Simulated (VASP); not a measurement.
# Pb6O in VASP: single point with PBE

Aim: the single point of Pb6O with PBE.

Program: VASP 6.6.1. These are calculated values, not measurements. Logs are shortened: lines on timing, memory, paths and dates and some standing lists are left out, and cuts for length are marked.

**1. The cell of the first run**

The cell holds a slab with vacuum, 14 atoms: a = 6.986 Å, b = 6.986 Å, c = 23.863 Å, α = 90.00°, β = 90.00°, γ = 120.00°.

**2. Single point, PBE**

INCAR reads:

```
PREC = Accurate
ENCUT = 520
EDIFF = 1E-6
ISMEAR = -1
SIGMA = 0.05
LREAL = False
LASPH = True
NELM = 80
ALGO = Fast
ISIF = 2
LWAVE = False
LCHARG = False
LDIPOL = True
IDIPOL = 3
DIPOL = 0.5 0.5 0.488
GGA = PE
NBANDS = 103
KPAR = 4
```

KPOINTS reads:

```
Automatic mesh
0
Gamma
  5 5 1
```

POSCAR reads:

```
Pb6O
1.0
    6.9856493127      0.0000000000      0.0000000000
   -3.4928246563      6.0497497667      0.0000000000
    0.0000000000      0.0000000000     23.8632587794
Pb O
12 2
Direct
    0.3333333333      0.1666666667      0.3352433997
    0.3333333333      0.6666666667      0.3352433997
    0.8333333333      0.1666666667      0.3352433997
    0.8333333333      0.6666666667      0.3352433997
    0.6666666667      0.3333333333      0.4547526174
    0.6666666667      0.8333333333      0.4547526174
    0.1666666667      0.3333333333      0.4547526174
    0.1666666667      0.8333333333      0.4547526174
    0.0000000000      0.5000000000      0.5742618352
    0.0000000000      0.0000000000      0.5742618352
    0.5000000000      0.5000000000      0.5742618352
    0.5000000000      0.0000000000      0.5742618352
    0.3161224219     -0.0186493266      0.6907379638
    0.5000000000      0.0000000000      0.6840540485
```

Potentials or basis: VASP PAW PBE potentials, release 64 (Pb_d, O).

The run is started by

```bash
$ cat potpaw_PBE.64/Pb_d/POTCAR potpaw_PBE.64/O/POTCAR > POTCAR
$ mpirun -np 4 vasp_std > vasp.out
```

OUTCAR:

```text
PREC = Accurate
   ENCUT = 520
   EDIFF = 1E-6
   ISMEAR = -1
   LREAL = False
   LASPH = True
   NELM = 80
   ISIF = 2
   GGA = PE

 ion  position               nearest neighbor table
   1  0.333  0.167  0.335-   7 3.49   8 3.49   5 3.49   2 3.49   2 3.49   3 3.49   3 3.49   4 3.49
                             4 3.49
   2  0.333  0.667  0.335-   8 3.49   7 3.49   6 3.49   1 3.49   1 3.49   4 3.49   4 3.49   3 3.49
                             3 3.49
   3  0.833  0.167  0.335-   5 3.49   6 3.49   7 3.49   4 3.49   4 3.49   1 3.49   1 3.49   2 3.49
                             2 3.49
   4  0.833  0.667  0.335-   6 3.49   5 3.49   8 3.49   3 3.49   3 3.49   2 3.49   2 3.49   1 3.49
                             1 3.49
   5  0.667  0.333  0.455-   3 3.49   4 3.49   1 3.49   6 3.49   6 3.49   7 3.49   7 3.49   8 3.49
                             8 3.49  12 3.49   9 3.49  11 3.49
   6  0.667  0.833  0.455-   4 3.49   3 3.49   2 3.49   5 3.49   5 3.49   8 3.49   8 3.49   7 3.49
                             7 3.49  11 3.49  10 3.49  12 3.49
   7  0.167  0.333  0.455-   1 3.49   2 3.49   3 3.49   8 3.49   8 3.49   5 3.49   5 3.49   6 3.49
                             6 3.49  10 3.49  11 3.49   9 3.49
   8  0.167  0.833  0.455-   2 3.49   1 3.49   4 3.49   7 3.49   7 3.49   6 3.49   6 3.49   5 3.49
                             5 3.49   9 3.49  12 3.49  10 3.49
   9  0.000  0.500  0.574-  10 3.49  10 3.49  11 3.49  11 3.49  12 3.49  12 3.49   8 3.49   5 3.49
                             7 3.49
  10  0.000  0.000  0.574-   9 3.49   9 3.49  12 3.49  12 3.49  11 3.49  11 3.49   7 3.49   6 3.49
                             8 3.49
  11  0.500  0.500  0.574-  12 3.49  12 3.49   9 3.49   9 3.49  10 3.49  10 3.49   6 3.49   7 3.49
                             5 3.49
  12  0.500  0.000  0.574-  14 2.62  13 3.04  11 3.49  11 3.49  10 3.49  10 3.49   9 3.49   9 3.49
                             5 3.49   8 3.49   6 3.49
  13  0.316  0.981  0.691-  14 1.23  12 3.04
  14  0.500  0.000  0.684-  13 1.23  12 2.62

  LATTYP: Found a hexagonal cell.
 ALAT       =     6.9856493127
 C/A-ratio  =     3.4160401863

  Lattice vectors:

 A1 = (   6.9856493127,   0.0000000000,   0.0000000000)
 A2 = (  -3.4928246563,   6.0497497667,   0.0000000000)
 A3 = (   0.0000000000,   0.0000000000,  23.8632587794)

Analysis of symmetry for initial positions (statically):
=====================================================================
 Subroutine PRICEL returns:
 Original cell was already a primitive cell.

 Routine SETGRP: Setting up the symmetry group for a
 hexagonal supercell.

 Subroutine GETGRP returns: Found  1 space group operations
 (whereof  1 operations were pure point group operations)
 out of a pool of 24 trial point group operations.

The static configuration has the point symmetry C_1 .

Analysis of symmetry for dynamics (positions and initial velocities):
[... 154 lines left out ...]
 non-spin polarized calculation
 RMM-DIIS sequential band-by-band and
  energy-cutoff  :      520.00
  volume of cell :     1008.50
 maximum number of plane-waves:     27179
 NGX is ok and might be reduce to    54
   NGX = 25   NGY = 25   NGZ = 89

 dipolmoment           0.000000      0.000000     -0.207316 electrons x Angstroem

 number of electron     179.9999973 magnetization

 dipolmoment           0.000000      0.000000      0.356177 electrons x Angstroem

 Free energy of the ion-electron system (eV)
  ---------------------------------------------------
  ext. energy  EPLUGINS =         0.00000000
  ---------------------------------------------------
  free energy    TOTEN  =       -50.53239245 eV

  energy without entropy =      -50.37468730  energy(sigma->0) =      -50.45353988

 E-fermi :  -0.1609     XC(G=0):  -4.5498

 val. band max:       -0.1645146653   @ k =   0.4000   0.4000   0.0000
 cond. band min:      -0.1520643630   @ k =   0.4000   0.2000   0.0000
 fundamental gap:      0.0124503022
 Fermi energy:        -0.1608538370

 k-point     1 :       0.0000    0.0000    0.0000
  band No.  band energies     occupation
      1     -26.0695      2.00000
      2     -17.3260      2.00000
      3     -17.3243      2.00000
      4     -17.3218      2.00000
      5     -17.2940      2.00000
      6     -17.2922      2.00000
[... 1354 lines left out ...]
    101       1.7805      0.00000
    102       1.9055      0.00000
 [bands above 102 left out]

------------------------ aborting loop because EDIFF is reached ----------------------------------------

 vacuum level on the upper side and lower side of the slab       (xc-potential included)         0.584        -0.902

  FORCE on cell =-STRESS in cart. coord.  units (eV):
  Direction    XX          YY          ZZ          XY          YZ          ZX
  --------------------------------------------------------------------------------------
  -------------------------------------------------------------------------------------
  Total        6.1989700      2.1195726     -2.5504908      0.4051304     -0.0992942     -1.1748899
  in kB        9.8481844      3.3673242     -4.0519157      0.6436228     -0.1577468     -1.8665251
  external PRESSURE =       3.0545310 kB  Pullay stress =       0.0000000 kB

 VOLUME and BASIS-vectors are now :
 -----------------------------------------------------------------------------
  energy-cutoff  :      520.00
  volume of cell :     1008.50
      direct lattice vectors                 reciprocal lattice vectors
     6.985649313  0.000000000  0.000000000     0.143150616  0.082648046  0.000000000
    -3.492824656  6.049749767  0.000000000     0.000000000  0.165296093  0.000000000
     0.000000000  0.000000000 23.863258779     0.000000000  0.000000000  0.041905425

 POSITION                                       TOTAL-FORCE (eV/Angst)
 -----------------------------------------------------------------------------------
      1.74641      1.00829      8.00000         0.031818     -0.060375      0.108011
     -0.00000      4.03317      8.00000         0.002702      0.063893      0.107926
      5.23924      1.00829      8.00000        -0.057825     -0.015821      0.080434
      3.49282      4.03317      8.00000         0.044214      0.018645      0.141133
      3.49282      2.01658     10.85188         0.026621      0.049030     -0.093634
      1.74641      5.04146     10.85188        -0.049758     -0.026692     -0.112964
      0.00000      2.01658     10.85188         0.052925      0.009145      0.002589
     -1.74641      5.04146     10.85188        -0.080520     -0.049408     -0.166077
     -1.74641      3.02487     13.70376        -0.003372     -0.014208     -0.036131
      0.00000      0.00000     13.70376         0.115202      0.013481      0.072256
      1.74641      3.02487     13.70376        -0.047347      0.015281     -0.074875
      3.49282      0.00000     13.70376         0.203402      0.022167      0.341092
     -1.21937      5.93693     16.48326        -3.609245     -0.305533      0.628952
      3.49282      0.00000     16.32376         3.371182      0.280398     -0.998713
 -----------------------------------------------------------------------------------
    total drift:                                0.000137      0.000096     -0.000934

  FREE ENERGIE OF THE ION-ELECTRON SYSTEM (eV)
  ---------------------------------------------------
  free  energy   TOTEN  =       -50.5323924528 eV

  energy  without entropy=      -50.3746873030  energy(sigma->0) =      -50.45353988

 vacuum level on the upper side and lower side of the slab         5.038         3.518
```

OSZICAR:

```text
N       E                     dE             d eps       ncg     rms          rms(c)
DAV:   1     0.214507136212E+04    0.21451E+04   -0.81000E+04  2814   0.159E+03
DAV:   2     0.220562560296E+03   -0.19245E+04   -0.18874E+04  2841   0.465E+02
DAV:   3    -0.319439297746E+02   -0.25251E+03   -0.24911E+03  3268   0.216E+02
[... 26 lines left out ...]
RMM:  30    -0.505323573906E+02   -0.27091E-04   -0.12022E-05  2190   0.106E-02    0.312E-02
RMM:  31    -0.505323736777E+02   -0.16287E-04   -0.52679E-06  2067   0.745E-03    0.446E-03
RMM:  32    -0.505323839821E+02   -0.10304E-04   -0.21110E-06  1903   0.350E-03    0.941E-03
RMM:  33    -0.505323893740E+02   -0.53919E-05   -0.11335E-06  1797   0.239E-03    0.364E-03
RMM:  34    -0.505323915416E+02   -0.21676E-05   -0.37635E-07  1297   0.151E-03    0.167E-03
RMM:  35    -0.505323924528E+02   -0.91120E-06   -0.22002E-07   993   0.129E-03
   1 F= -.50532392E+02 E0= -.50453540E+02  d E =-.157705E+00
```

stdout:

```text
POSCAR found type information on POSCAR PbO
 POSCAR found :  2 types and      14 ions
 scaLAPACK will be used
 LDA part: xc-table for (Slater+PW92), standard interpolation
 POSCAR, INCAR and KPOINTS ok, starting setup
 FFT: planning ... GRIDC
 FFT: planning ... GRID_SOFT
 FFT: planning ... GRID
 WAVECAR not read
 entering main loop
```

Wall time 37 min (4 MPI ranks of Oxide Virtual Turin-like, shared host); peak memory 1.6 GiB.

What came out:

```yaml
Free_energy: -50.5324 eV
Largest_force: 3.676 eV/Å
Band_gap_on_the_k_mesh: 0.01 eV (least direct gap 0.05 eV)
```

Forces in eV/Å, atoms in the order of the input:
```
Pb   0.032 -0.060  0.108
Pb   0.003  0.064  0.108
Pb  -0.058 -0.016  0.080
Pb   0.044  0.019  0.141
Pb   0.027  0.049 -0.094
Pb  -0.050 -0.027 -0.113
Pb   0.053  0.009  0.003
Pb  -0.081 -0.049 -0.166
Pb  -0.003 -0.014 -0.036
Pb   0.115  0.013  0.072
Pb  -0.047  0.015 -0.075
Pb   0.203  0.022  0.341
O   -3.609 -0.306  0.629
O    3.371  0.280 -0.999
```

Levels at points of the mesh, in eV from the valence-band top:
```
           k point  band 86  band 87  band 88  band 89  band 90  band 91  band 92  band 93  band 94  band 95
(0.00, 0.00, 0.00)    -2.47    -2.46    -0.28    -0.17    -0.02     1.21     1.23     1.24     1.33     1.34
```

Caveat: the standard files for N, O and F lose accuracy on very short bonds; the smearing spreads over this small gap; spin-orbit coupling is left out, which moves the levels of the heavy elements.
